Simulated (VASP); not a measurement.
K7NaMgCl10, 19 atoms in the cell. The cell holds an amorphous packing of atoms, 19 atoms: a = 8.974 Å, b = 8.844 Å, c = 8.406 Å, α = 92.63°, β = 90.37°, γ = 87.14°. 

* Program: VASP 6.6.1
* Task: single point
* Functional: PBE
* Potentials or basis: VASP PAW PBE potentials, release 64 (Mg, Cl, K_sv, Na_pv)
* Cutoff: 520 eV
* k mesh: 1 × 1 × 1
* Occupations: fermi-dirac, width 0.05 eV
* Spin: no spin polarisation
* Dipole correction: no
* Further INCAR settings: LREAL = Auto; ALGO = Normal; EDIFF = 1e-06; NBANDS = 86; ISYM = 0

Potentials or basis: VASP PAW PBE potentials, release 64 (Mg, Cl, K_sv, Na_pv).

Command:

```sh
$ cat potpaw_PBE.64/Mg/POTCAR potpaw_PBE.64/Cl/POTCAR potpaw_PBE.64/K_sv/POTCAR potpaw_PBE.64/Na_pv/POTCAR > POTCAR
$ mpirun -np 1 vasp_gam > vasp.out
```

Hardware: 1 thread of Intel(R) Xeon(R) Platinum 8488C (Sapphire Rapids) (shared host).

Task: How long does it take, and how much memory?

Result: Wall time 2 min on 1 thread of Intel(R) Xeon(R) Platinum 8488C (Sapphire Rapids), on a shared host, peak memory 0.62 GiB. Counts: scf iterations 17, k points 1.
